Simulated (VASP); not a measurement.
Set up this calculation in VASP 6.6.1, as the native input.

| Item | Value |
| --- | --- |
| Task | single point |
| Functional | PBEsol |
| Potentials or basis | VASP PAW PBE potentials, release 64 (Si, Ge_d) |
| Cutoff | 520 eV |
| k mesh | 2 × 2 × 2 |
| Occupations | gaussian, width 0.05 eV |
| Spin | no spin polarisation |
| Dipole correction | no |
| Further INCAR settings | LREAL = Auto; ALGO = Normal; EDIFF = 1e-07; NBANDS = 53 |

The structure of Si16Ge (a cell with a defect) lies in POSCAR:

```
Si16Ge
1.0
    0.0000000000      5.4300000000      5.4300000000
    5.4300000000      0.0000000000      5.4300000000
    5.4300000000      5.4300000000      0.0000000000
Si Ge
16 1
Direct
   -0.0045428177      0.0045577348     -0.0046041436
    0.1211209945      0.1367005525      0.1211163904
   -0.0044317680      0.0045100368      0.5042232965
    0.1273096685      0.1243063536      0.6240446593
   -0.0002637201      0.5003920810     -0.0006432781
    0.1210797422      0.6210248619      0.1210819521
   -0.0044462247      0.4956626151      0.5042325967
    0.1213847145      0.6214360958      0.6357403315
    0.5043505525      0.0045279006     -0.0045350829
    0.6241064457      0.1242723757      0.1273163904
    0.4999867403      0.0000163904      0.4999734807
    0.6242069061      0.1243792818      0.6241104052
    0.5043578269      0.4956228361     -0.0045475138
    0.6360940147      0.6213220074      0.1212658379
    0.5042811234      0.4957628913      0.5041717311
    0.6241957643      0.6273033149      0.6240998158
    0.2495792818      0.7506000921      0.2490203499
```

One way to write it, as run:

INCAR

```
PREC = Accurate ; ENCUT = 520
EDIFF = 1E-7 ; ISMEAR = 0
SIGMA = 0.05 ; LREAL = Auto
LASPH = T ; NELM = 100
ALGO = Normal ; ISIF = 2
LWAVE = F ; LCHARG = F
GGA = PS ; NBANDS = 53
```

KPOINTS

```
regular mesh
0
Gamma
  2 2 2
```

Potentials or basis: VASP PAW PBE potentials, release 64 (Si, Ge_d).

Command:

```bash
$ cat potpaw_PBE.64/Si/POTCAR potpaw_PBE.64/Ge_d/POTCAR > POTCAR
$ mpirun -np 1 vasp_std > vasp.out
```

Results of the run:

- Pressure: 4.7 GPa
- Largest force: 0.019 eV/Å
- Band gap on the k mesh: zero (band 39 reaches 6.87 eV, above the bottom of band 40 at 6.56 eV)

Caveat: the k points lie up to 0.50 Å⁻¹ apart; the PAW data sets were made with another functional, which shifts forces and pressure a little.

It took 110 s on 1 thread of Intel(R) Xeon(R) 6975P-C (Granite Rapids), on a shared host, peak memory 0.49 GiB.
